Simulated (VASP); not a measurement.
Set up this calculation in VASP 6.6.1, as the native input.

```yaml
Task: electric field gradients
Functional: PBEsol
Potentials_or_basis: VASP PAW PBE potentials, release 64 (Be)
Cutoff: 520 eV
k_mesh: 20 × 20 × 11
Occupations: fermi-dirac, width 0.05 eV
Spin: no spin polarisation
Dipole_correction: no
Further_INCAR_settings: ALGO = Normal; EDIFF = 1e-08; NBANDS = 9
```

The structure of Be lies in POSCAR:

```
Be
1.0
    2.3297620601      0.0000000000      0.0000000000
   -1.1648810301      2.0176331288      0.0000000000
    0.0000000000      0.0000000000      3.6482856972
Be
2
Direct
    0.3333333333      0.6666666667      0.2500000000
    0.6666666667      0.3333333333      0.7500000000
```

The input as run:

INCAR

```
SYSTEM = Be
  ALGO = Normal
  EDIFF = 1E-8
  ENCUT = 520
  GGA = PS
  GGA_COMPAT = .False.
  ISIF = 2
  ISMEAR = -1
  LASPH = .True.
  LCHARG = .False.
  LEFG = .True.
  LREAL = .False.
  LWAVE = .False.
  NBANDS = 9
  NELM = 120
  PREC = Accurate
  SIGMA = 0.05
```

KPOINTS

```
k-points
0
Gamma
  20 20 11
  0 0 0
```

Potentials or basis: VASP PAW PBE potentials, release 64 (Be).

Launch:

```bash
$ cat potpaw_PBE.64/Be/POTCAR > POTCAR
$ mpirun -np 1 vasp_std > vasp.out
```

Results of the run:

```json
{"Pressure": "-9.3 GPa", "Band gap on the k mesh": "zero (bands 2 and 3 overlap by 1.36 eV)", "Largest electric field gradient by atom": "Be -0.6 V/Å²"}
```

Caveat: the cell stands under tension; without QUAD_EFG the Cq values of the log hold for a quadrupole moment of 1 mb, not for the nuclei; the PAW data sets were made with another functional, which shifts forces and pressure a little.

Run time: 30 s on 1 thread of Intel Xeon 8259CL, on a shared host, peak memory 0.15 GiB.
